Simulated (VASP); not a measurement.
# C (Fmmm) in VASP: further runs

C is run at these levels: r2SCAN; tasks: single point.

Everything below comes from runs of VASP 6.6.1. Logs are shortened: lines on timing, memory, paths and dates and some standing lists are left out, and cuts for length are marked.

## (1) The cell of the first run

It takes space group Fmmm (No. 69, orthorhombic). Conventional cell: a = 2.382 Å, b = 4.126 Å, c = 6.910 Å, α = 90.00°, β = 90.00°, γ = 90.00°. Within 1.8 Å of C (site symmetry m2m) lie 3 C at 1.38 Å.

## (2) Single point, r2SCAN (strain -0.030 along x and y, -0.030 along z)

Input file POSCAR:

```
C
1.0
    0.0000000000      2.0629538434      3.4549107515
    1.1910835680      0.0000000000      3.4549107515
    1.1910835680      2.0629538434      0.0000000000
C
2
Direct
    0.1667039277      0.8332960723      0.1667039277
    0.8332960723      0.1667039277      0.8332960723
```

Input file INCAR.step1:

```
PREC = Accurate
ENCUT = 520
ISMEAR = 0
SIGMA = 0.05
LREAL = F
LASPH = T
NELM = 100
NBANDS = 11
GGA = PE
ALGO = Normal
EDIFF = 1E-4
LWAVE = T
LCHARG = F
```

Input file INCAR.step2:

```
PREC = Accurate
ENCUT = 520
EDIFF = 1E-6
ISMEAR = 0
SIGMA = 0.05
LREAL = F
LASPH = T
NELM = 100
ALGO = Normal
ISIF = 2
LWAVE = F
LCHARG = T
METAGGA = R2SCAN
LMIXTAU = T
LELF = T
LVHAR = T
NBANDS = 11
ISTART = 1
```

Input file KPOINTS:

```
regular mesh
0
Gamma
  14 14 14
```

Potentials or basis: VASP PAW PBE potentials, release 64 (C).

On the command line:

```
cat potpaw_PBE.64/C/POTCAR > POTCAR
cp INCAR.step1 INCAR
mpirun -np 1 vasp_std > vasp.out
cp INCAR.step2 INCAR
mpirun -np 1 vasp_std > vasp.out
```

OUTCAR:

```text
PREC = Accurate
   ENCUT = 520
   EDIFF = 1E-6
   ISMEAR = 0
   LREAL = F
   LASPH = T
   NELM = 100
   ISIF = 2
   METAGGA = R2SCAN
   ISTART = 1

 ion  position               nearest neighbor table
   1  0.167  0.833  0.167-   2 1.38   2 1.38   2 1.38
   2  0.833  0.167  0.833-   1 1.38   1 1.38   1 1.38

  LATTYP: Found a face centered orthorhombic cell.
 ALAT       =     2.3821671360
 B/A-ratio  =     1.7319975683
 C/A-ratio  =     2.9006451305

  Lattice vectors:

 A1 = (   0.0000000000,   2.0629538434,   3.4549107515)
 A2 = (   1.1910835680,   0.0000000000,   3.4549107515)
 A3 = (   1.1910835680,   2.0629538434,   0.0000000000)

Analysis of symmetry for initial positions (statically):
=====================================================================
 Subroutine PRICEL returns:
 Original cell was already a primitive cell.

 Routine SETGRP: Setting up the symmetry group for a
 face centered orthorhombic supercell.

 Subroutine GETGRP returns: Found  8 space group operations
 (whereof  8 operations were pure point group operations)
 out of a pool of  8 trial point group operations.

The static configuration has the point symmetry D_2h.

Analysis of symmetry for dynamics (positions and initial velocities):
=====================================================================
 Subroutine PRICEL returns:
 Original cell was already a primitive cell.

 Routine SETGRP: Setting up the symmetry group for a
 face centered orthorhombic supercell.

 Subroutine GETGRP returns: Found  8 space group operations
 (whereof  8 operations were pure point group operations)
 out of a pool of  8 trial point group operations.

The dynamic configuration has the point symmetry D_2h.

 Subroutine INISYM returns: Found  8 space group operations
 (whereof  8 operations are pure point group operations),
 and found     1 'primitive' translations

----------------------------------------------------------------------------------------

                                     Primitive cell

  volume of cell :      16.9785

  direct lattice vectors                    reciprocal lattice vectors
     0.000000000  2.062953843  3.454910751    -0.419785826  0.242370910  0.144721539
     1.191083568  0.000000000  3.454910751     0.419785826 -0.242370910  0.144721539
     1.191083568  2.062953843  0.000000000     0.419785826  0.242370910 -0.144721539

  length of vectors
     4.023951647  3.654461433  2.382112219     0.505873622  0.505873622  0.505873622

  position of ions in fractional coordinates (direct lattice)
     0.166703928  0.833296072  0.166703928
     0.833296072  0.166703928  0.833296072

  ion indices of the primitive-cell ions
   primitive index   ion index
                 1           1
                 2           2

----------------------------------------------------------------------------------------

 KPOINTS: regular mesh

Automatic generation of k-mesh.
 Grid dimensions read from file:
 generate k-points for:   14   14   14

 Generating k-lattice:

  Cartesian coordinates                     Fractional coordinates (reciprocal lattice)
    -0.029984702  0.017312208  0.010337253     0.071428571  0.000000000  0.000000000
     0.029984702 -0.017312208  0.010337253    -0.000000000  0.071428571 -0.000000000
     0.029984702  0.017312208 -0.010337253     0.000000000  0.000000000  0.071428571

  Length of vectors
     0.036133830  0.036133830  0.036133830

  Shift w.r.t. Gamma in fractional coordinates (k-lattice)
     0.000000000  0.000000000  0.000000000

 Subroutine IBZKPT returns following result:
 ===========================================

 Found    428 irreducible k-points:

 Following reciprocal coordinates:
            Coordinates               Weight
  0.000000  0.000000  0.000000      1.000000
  0.071429  0.000000  0.000000      8.000000
  0.142857  0.000000 -0.000000      8.000000
  0.214286  0.000000  0.000000      8.000000
  0.285714 -0.000000  0.000000      8.000000
  0.357143  0.000000 -0.000000      8.000000
[... 16 lines left out ...]
  0.214286  0.142857  0.000000      8.000000
  0.285714  0.142857  0.000000      8.000000
 [... further k-points ...]
   k-points           NKPTS =    428   k-points in BZ     NKDIM =    428   number of bands    NBANDS=     11
   number of dos      NEDOS =    301   number of ions     NIONS =      2
   total plane-waves  NPLWV =  15120
   dimension x,y,z NGX =    30 NGY =   28 NGZ =   18
   dimension x,y,z NGXF=    60 NGYF=   56 NGZF=   36
   ions per type =               2
   NGX,Y,Z   is equivalent  to a cutoff of  12.39, 12.74, 12.56 a.u.
   NGXF,Y,Z  is equivalent  to a cutoff of  24.79, 25.48, 25.12 a.u.
 SYSTEM =  unknown system
   PREC   = accura    normal or accurate (medium, high low for compatibility)
   ISTART =      1    job   : 0-new  1-cont  2-samecut
   ICHARG =      0    charge: 1-file 2-atom 10-const
   ISPIN  =      1    spin polarized calculation?
   LNONCOLLINEAR =      F non collinear calculations
   LSORBIT =      F    spin-orbit coupling
   LASPH  =      T    aspherical Exc in radial PAW
   ENCUT  =  520.0 eV  38.22 Ry    6.18 a.u.   7.48  6.79  4.43*2*pi/ulx,y,z
   NELM   =    100;   NELMIN=  2; NELMDL=  0     # of ELM steps
   EDIFF  = 0.1E-05   stopping-criterion for ELM
   LREAL  =      F    real-space projection
   EDIFFG = 0.1E-04   stopping-criterion for IOM
   NSW    =      0    number of steps for IOM
   IBRION =     -1    ionic relax: 0-MD 1-quasi-New 2-CG
   NFREE  =      0    steps in history (QN), initial steepest desc. (CG)
   ISIF   =      2    stress and relaxation
   ISYM   =      2    0-nonsym 1-usesym 2-fastsym
   POTIM  = 0.5000    time-step for ionic-motion
   TEBEG  =    0.0;   TEEND  =   0.0 temperature during run
   PSTRESS=    0.0 pullay stress
   NELECT =       8.0000    total number of electrons
   NUPDOWN=      -1.0000    fix difference up-down
   EMIN   =  10.00;   EMAX   =-10.00  energy-range for DOS
   EFERMI =   0.00;   METHOD = LEGACY
   ISMEAR =     0;   SIGMA  =   0.05  broadening in eV -4-tet -1-fermi 0-gaus
   EFERMI_NEDOS =   21; number of points for ismear=-14 and -15
   IALGO  =     38    algorithm
   IMIX   =      4    mixing-type and parameters
     AMIX     =   0.40;   BMIX     =  1.00
     AMIX_MAG =   1.60;   BMIX_MAG =  1.00
  volume/ion in A,a.u.               =       8.49        57.29
  Fermi-wavevector in a.u.,A,eV,Ry     =   1.273910  2.407340 22.080158  1.622846
  Thomas-Fermi vector in A             =   2.406707
   LORBIT       =      0    0 simple, 1 ext, 2 COOP (PROOUT), +10 PAW based schemes
   METAGGA = R2SCAN    functional components
   LHFCALC =     F    Hartree Fock is set to
   AEXX    =    0.0000 exact exchange contribution
   IVDW    =     0    specifies the selected vdW correction
   LEPSILON=     F    determine dielectric tensor
   LRPA    =     F    only Hartree local field effects (RPA)
 non-spin polarized calculation
 Gauss-broadening in eV      SIGMA  =   0.05
  energy-cutoff  :      520.00
  volume of cell :       16.98
 maximum number of plane-waves:       475
 NGX is ok and might be reduce to    30
   NGX = 15   NGY = 13   NGZ =  9

 number of electron       7.9999999 magnetization

 Free energy of the ion-electron system (eV)
  ---------------------------------------------------
  ext. energy  EPLUGINS =         0.00000000
  ---------------------------------------------------
  free energy    TOTEN  =       -19.72916502 eV

  energy without entropy =      -19.72916502  energy(sigma->0) =      -19.72916502

 E-fermi :   5.1323     XC(G=0): -11.1334

 val. band max:        4.8999366273   @ k =   0.5000  -0.1429   0.3571
 cond. band min:       5.5477583594   @ k =  -0.0714   0.2857   0.2857
 fundamental gap:      0.6478217321
 Fermi energy:         5.1322699958

 k-point     1 :       0.0000    0.0000    0.0000
  band No.  band energies     occupation
      1     -16.7332      2.00000
      2      -2.9014      2.00000
      3       1.8378      2.00000
      4       1.8440      2.00000
      5       8.7842      0.00000
      6      14.3392      0.00000
      7      14.4011      0.00000
      8      18.7060      0.00000
      9      20.5855      0.00000
     10      30.2954      0.00000
     11      31.2409      0.00000

 k-point     2 :       0.0714    0.0000    0.0000
  band No.  band energies     occupation
      1     -16.5945      2.00000
      2      -2.7663      2.00000
      3       1.3018      2.00000
      4       1.5391      2.00000
      5       9.0067      0.00000
      6      14.4765      0.00000
      7      14.9623      0.00000
      8      18.1414      0.00000
      9      20.8074      0.00000
     10      30.5608      0.00000
     11      30.7567      0.00000

 k-point     3 :       0.1429    0.0000   -0.0000
  band No.  band energies     occupation
      1     -16.1799      2.00000
      2      -2.3609      2.00000
      3      -0.1156      2.00000
      4       0.7999      2.00000
      5       9.6711      0.00000
      6      14.5781      0.00000
      7      16.5890      0.00000
      8      16.6333      0.00000
      9      21.5200      0.00000
     10      28.6122      0.00000
     11      31.9093      0.00000

 k-point     4 :       0.2143    0.0000    0.0000
  band No.  band energies     occupation
      1     -15.4935      2.00000
      2      -2.0261      2.00000
      3      -1.6864      2.00000
      4      -0.0866      2.00000
      5      10.7573      0.00000
      6      14.4751      0.00000
      7      14.5145      0.00000
      8      18.9615      0.00000
      9      22.6523      0.00000
     10      26.5382      0.00000
     11      31.3144      0.00000
[... 239 lines left out ...]
 k-point    22 :       0.1429    0.1429    0.0000
  band No.  band energies     occupation
      1     -16.6926      2.00000
      2      -3.2660      2.00000
      3       1.8392      2.00000
      4       1.8395      2.00000
      5       9.6876      0.00000
      6      14.3438      0.00000
      7      14.3871      0.00000
      8      18.7282      0.00000
      9      20.5618      0.00000
     10      29.6115      0.00000
     11      30.2546      0.00000

 k-point    23 :       0.2143    0.1429    0.0000
  band No.  band energies     occupation
      1     -16.5363      2.00000
      2      -3.2754      2.00000
      3       1.2957      2.00000
      4       1.5390      2.00000
      5      10.3161      0.00000
      6      14.4657      0.00000
      7      14.9607      0.00000
      8      18.1897      0.00000
      9      20.7652      0.00000
     10      28.7579      0.00000
     11      30.6034      0.00000

 k-point    24 :       0.2857    0.1429    0.0000
  band No.  band energies     occupation
      1     -16.1081      2.00000
      2      -2.9712      2.00000
      3      -0.1289      2.00000
      4       0.7999      2.00000
      5      11.3219      0.00000
      6      14.5702      0.00000
      7      16.5880      0.00000
      8      16.7486      0.00000
      9      21.4247      0.00000
     10      27.6517      0.00000
     11      31.2374      0.00000

 [... further k-points ...]
[... 5 lines left out ...]
  --------------------------------------------------------------------------------------
  -------------------------------------------------------------------------------------
  Total        4.7073462      4.7027571      0.0511482      0.0000000      0.0000000      0.0000000
  in kB      444.2098108    443.7767597      4.8266093      0.0000000      0.0000000      0.0000000
  external PRESSURE =     297.6043933 kB  Pullay stress =       0.0000000 kB

 VOLUME and BASIS-vectors are now :
 -----------------------------------------------------------------------------
  energy-cutoff  :      520.00
  volume of cell :       16.98
      direct lattice vectors                 reciprocal lattice vectors
     0.000000000  2.062953843  3.454910751    -0.419785826  0.242370910  0.144721539
     1.191083568  0.000000000  3.454910751     0.419785826 -0.242370910  0.144721539
     1.191083568  2.062953843  0.000000000     0.419785826  0.242370910 -0.144721539

 POSITION                                       TOTAL-FORCE (eV/Angst)
 -----------------------------------------------------------------------------------
      1.19108      0.68781      3.45491         0.000000      0.000138      0.000000
      1.19108      3.43810      3.45491         0.000000     -0.000138      0.000000
 -----------------------------------------------------------------------------------
    total drift:                                0.000000      0.000000      0.000000

  FREE ENERGIE OF THE ION-ELECTRON SYSTEM (eV)
  ---------------------------------------------------
  free  energy   TOTEN  =       -19.7291650177 eV

  energy  without entropy=      -19.7291650177  energy(sigma->0) =      -19.72916502
```

Run time: 7.2 min. Hardware: 1 thread of Intel Xeon 8259CL, shared host; peak memory 0.19 GiB.

Results:

```
Free energy : -19.7292 eV
Pressure    : 29.8 GPa
```

Caveat: the cell differs from its parent crystal (strain -0.030 along x and y, -0.030 along z); the cell stands under pressure; the PAW data sets were made with another functional, which shifts forces and pressure a little.

(Continued in part 2 of 2.)
